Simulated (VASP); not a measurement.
Set up this calculation in VASP 6.6.1, as the native input.

```
Task                   : single point
Functional             : r2SCAN
Potentials or basis    : VASP PAW PBE potentials, release 64 (Co)
Cutoff                 : 520 eV
k mesh                 : 12 × 12 × 7
Occupations            : fermi-dirac, width 0.05 eV
Spin                   : collinear spin, ferromagnetic start
Starting moments       : [2.0, 2.0] μB
Dipole correction      : no
Further INCAR settings : ALGO = Normal; EDIFF = 1e-06; NBANDS = 20
```

Co:

```
Co
1.0
     2.42154    0.00000    0.00000
    -1.21077    2.09711    0.00000
     0.00000    0.00000    3.93906
Co
2
Cartesian
  1.2108 0.6990 2.9543
  0.0000 1.3981 0.9848
```

The input as run:

POSCAR

```
Co
1.0
    2.4215367659      0.0000000000      0.0000000000
   -1.2107683830      2.0971123555      0.0000000000
    0.0000000000      0.0000000000      3.9390568819
Co
2
Direct
    0.6666666667      0.3333333333      0.7500000000
    0.3333333333      0.6666666667      0.2500000000
```

INCAR.step1

```
SYSTEM = Co
PREC     = Accurate       ! precision mode
ENCUT    = 520            ! plane-wave cutoff, eV
ISMEAR   = -1             ! smearing method
SIGMA    = 0.05           ! smearing width, eV
LREAL    = .False.        ! projectors in reciprocal space
LASPH    = .True.         ! aspherical terms in the spheres
NELM     = 150            ! most SCF steps
ISPIN    = 2              ! spin polarisation
MAGMOM   = 2 2            ! initial moments
LMAXMIX  = 4              ! l up to which the mixer works
NBANDS   = 20             ! bands
GGA      = PE             ! functional
ALGO     = Normal         ! electronic algorithm
EDIFF    = 1E-4           ! SCF threshold, eV
LWAVE    = .True.         ! write WAVECAR
LCHARG   = .False.        ! write CHGCAR
```

INCAR.step2

```
SYSTEM = Co
PREC     = Accurate       ! precision mode
ENCUT    = 520            ! plane-wave cutoff, eV
EDIFF    = 1E-6           ! SCF threshold, eV
ISMEAR   = -1             ! smearing method
SIGMA    = 0.05           ! smearing width, eV
LREAL    = .False.        ! projectors in reciprocal space
LASPH    = .True.         ! aspherical terms in the spheres
NELM     = 150            ! most SCF steps
ALGO     = Normal         ! electronic algorithm
ISIF     = 2              ! what is computed and relaxed
LWAVE    = .False.        ! write WAVECAR
LCHARG   = .False.        ! write CHGCAR
ISPIN    = 2              ! spin polarisation
MAGMOM   = 2 2            ! initial moments
LORBIT   = 11             ! projections on sites
LMAXMIX  = 4              ! l up to which the mixer works
METAGGA  = R2SCAN         ! meta-GGA
LMIXTAU  = .True.       
NBANDS   = 20             ! bands
ISTART   = 1
```

KPOINTS

```
regular mesh
0
Gamma
  12 12 7
  0 0 0
```

Potentials or basis: VASP PAW PBE potentials, release 64 (Co).

Run with:

```bash
$ cat potpaw_PBE.64/Co/POTCAR > POTCAR
$ cp INCAR.step1 INCAR
$ mpirun -np 1 vasp_std > vasp.out
$ cp INCAR.step2 INCAR
$ mpirun -np 1 vasp_std > vasp.out
```

Results of the run:

```yaml
Pressure: 15.9 GPa
Net_moment: 3.40 μB per cell
Site_moments: Co +1.74 μB
Valence_electrons_inside_the_program's_atomic_spheres: Co 8.47
```

Caveat: the cell stands under pressure; the PAW data sets were made with another functional, which shifts forces and pressure a little.

It took 2.7 min on 1 thread of Intel(R) Xeon(R) 6975P-C (Granite Rapids), on a shared host, peak memory 0.17 GiB.
